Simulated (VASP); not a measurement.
## WS2: single point with PBE

WS2:

```
W S
1.0
     3.18000    0.00000    0.00000
    -1.59000    2.75396    0.00000
     0.00000    0.00000   12.50000
W S
2 4
Cartesian
  0.0000 1.8360 3.1250
  1.5900 0.9180 9.3750
  0.0000 1.8360 7.7500
  1.5900 0.9180 1.5000
  0.0000 1.8360 11.0000
  1.5900 0.9180 4.7500
```

| Property | Result |
| --- | --- |
| Program | VASP 6.6.1 |
| Task | single point |
| Functional | PBE |
| Potentials or basis | VASP PAW PBE potentials, release 64 (W_sv, S) |
| Cutoff | 520 eV |
| k mesh | 7 × 7 × 2 |
| Occupations | gaussian, width 0.05 eV |
| Spin | collinear spin, zero start |
| Starting moments | [0.0, 0.0, 0.0, 0.0, 0.0, 0.0] μB |
| Dipole correction | no |
| Further INCAR settings | ALGO = Normal; EDIFF = 1e-07; NBANDS = 39 |

| Quantity | Value |
| --- | --- |
| Pressure | -3.7 GPa |
| Largest force | 1.056 eV/Å |
| Band gap on the k mesh | 1.09 eV (least direct gap 2.27 eV) |
| Net moment | 0.00 μB per cell |
| Valence electrons inside the program's atomic spheres | W 11.92; S 3.70 |

Forces on the atoms (eV/Å):
```
W    0.000  0.000  0.000
W    0.000  0.000  0.000
S    0.000  0.000  1.056
S    0.000  0.000  1.056
S    0.000  0.000 -1.056
S    0.000  0.000 -1.056
```

Stress tensor (GPa, compression positive):
```
-2.10  0.00  0.00
 0.00 -2.10  0.00
 0.00  0.00 -7.03
```

Levels at points of the mesh, in eV from the valence-band top:
Spin up:
```csv
k point,band 23,band 24,band 25,band 26,band 27,band 28,band 29,band 30
"(0.00, 0.00, 0.00)",-1.79,-1.41,-1.13,0.00,2.32,2.32,2.40,2.40
"(0.00, 0.00, 0.50)",-1.82,-1.82,-0.29,-0.29,2.36,2.36,2.36,2.36
```
Spin down:
```tsv
k point	band 24	band 25	band 26	band 27	band 28	band 29
(0.00, 0.00, 0.00)	-1.41	-1.13	0.00	2.32	2.32	2.40
(0.00, 0.00, 0.50)	-1.82	-0.29	-0.29	2.36	2.36	2.36
```

It took 3.9 min on 1 thread of AMD EPYC 7R13, with other jobs on the host, peak memory 0.28 GiB.

Caveat: the cell stands under tension; spin-orbit coupling is left out, which moves the levels of the heavy elements; an odd mesh through Γ misses points on the zone boundary, where band edges can lie; this functional lacks dispersion, which binds the layers, so the pressure and a relaxed spacing across them are unreliable; forces of over 1 eV/Å act on the atoms, so gaps and moduli don't describe the material at rest.
